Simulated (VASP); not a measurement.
A run of VASP 6.6.1 is set up as follows.

The input INCAR:

```
PREC     = Accurate       # precision mode
ENCUT    = 600            # plane-wave cutoff, eV
EDIFF    = 1E-6           # SCF threshold, eV
ISMEAR   = 0              # smearing method
SIGMA    = 0.02           # smearing width, eV
LREAL    = F              # projectors in reciprocal space
LASPH    = T              # aspherical terms in the spheres
NELM     = 100            # most SCF steps
ALGO     = Normal         # electronic algorithm
ISIF     = 3              # what is computed and relaxed
LWAVE    = F              # write WAVECAR
LCHARG   = F              # write CHGCAR
GGA      = PE             # functional
IVDW     = 12             # dispersion correction
IBRION   = 2              # ionic algorithm
NSW      = 100            # ionic steps
EDIFFG   = -0.005         # ionic threshold
```

File KPOINTS:

```
regular mesh
0
Gamma
  12 12 2
```

Contents of POSCAR:

```
WSe2
1.0
    3.2900000000      0.0000000000      0.0000000000
   -1.6450000000      2.8492235785      0.0000000000
    0.0000000000      0.0000000000     12.9700000000
W Se
2 4
Direct
    0.3333333333      0.6666666667      0.2500000000
    0.6666666667      0.3333333333      0.7500000000
    0.3333333333      0.6666666667      0.6210000000
    0.6666666667      0.3333333333      0.1210000000
    0.3333333333      0.6666666667      0.8790000000
    0.6666666667      0.3333333333      0.3790000000
```

Potentials or basis: VASP PAW PBE potentials, release 64 (W_sv, Se).

Launch:

```console
$ cat potpaw_PBE.64/W_sv/POTCAR potpaw_PBE.64/Se/POTCAR > POTCAR
$ mpirun -np 1 vasp_std > vasp.out
```

Problem. Predict the dispersion energy per atom.

Solution. -0.475 eV.

Problem. Estimate the band gap on the k mesh.

Solution. 0.89 eV (least direct gap 1.56 eV).

Problem. Estimate the relaxed volume.

Solution. 19.88 Å³/atom.

Problem. Estimate the space group after relaxing (to 0.1 Å).

Solution. P6_3/mmc (No. 194).

The path:
```
step  energy change (eV)  largest force (eV/Å)  pressure (GPa)  volume (Å³)
   1              0.0000                0.2216            0.25       121.58
   2             -0.0002                0.1159           -1.39       122.13
   3             -0.0034                0.0489           -0.59       121.86
   4             -0.0060                0.0529            0.01       120.87
   5             -0.0061                0.0534            0.06       120.77
   6             -0.0079                0.0421            0.04       120.49
   7             -0.0113                0.0081           -0.02       119.65
   8             -0.0116                0.0088           -0.05       119.26
   9             -0.0116                0.0065           -0.04       119.30
  10             -0.0116                0.0053           -0.04       119.33
  11             -0.0115                0.0256            0.15       119.20
  12             -0.0116                0.0011            0.00       119.30
```

Caveat: spin-orbit coupling is left out, which moves the levels of the heavy elements. A k mesh can miss the band edges.
